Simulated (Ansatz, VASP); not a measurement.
# Na3Rh in VASP and in Ansatz

```
Na Rh
1.0
     7.87927    0.00000    0.00000
    -3.93964    6.82365    0.00000
     0.00000    0.00000    2.91315
Na Rh
3 1
Cartesian
  5.7575 1.2250 0.0000
  3.9396 4.3736 0.0000
  2.1218 1.2250 0.0000
  0.0000 0.0000 1.4566
```

Alike in both runs: task single point; functional PBE; k mesh 3 × 3 × 6; occupations gaussian, width 0.1 eV; collinear spin.

|  | VASP | Ansatz |
| --- | --- | --- |
| version | VASP 6.6.1 | Ansatz 0.2.0 |
| potentials or method | VASP PAW PBE potentials, release 64 (Na_pv, Rh_pv), cutoff 520 eV | scalar-relativistic, plane waves, PAW |
| valence electrons in the cell | 36 | 44 |

Ansatz gave:

```
gap on the k mesh at the Fermi level (eV)                     : none
pressure (GPa)                                                : 0.0
traceless stress, the component that is largest in VASP (GPa) : 0.05
net moment per atom (μB)                                      : 0.00
```

Q: What did VASP give for the same quantities?

A: gap on the k mesh at the Fermi level (eV): none; pressure (GPa): 0.0; traceless stress, the component that is largest in VASP (GPa): 0.06; net moment per atom (μB): 0.00.

A gap of «none» marks a metal or a gap that the smearing closes. With one functional, cell and mesh, what is left measures potentials, basis and numerics. VASP's potentials hold 36 valence electrons a cell and Ansatz's 44, so a difference there can come from the potentials and not from the codes. Ansatz's warnings: seeded moment not kept.
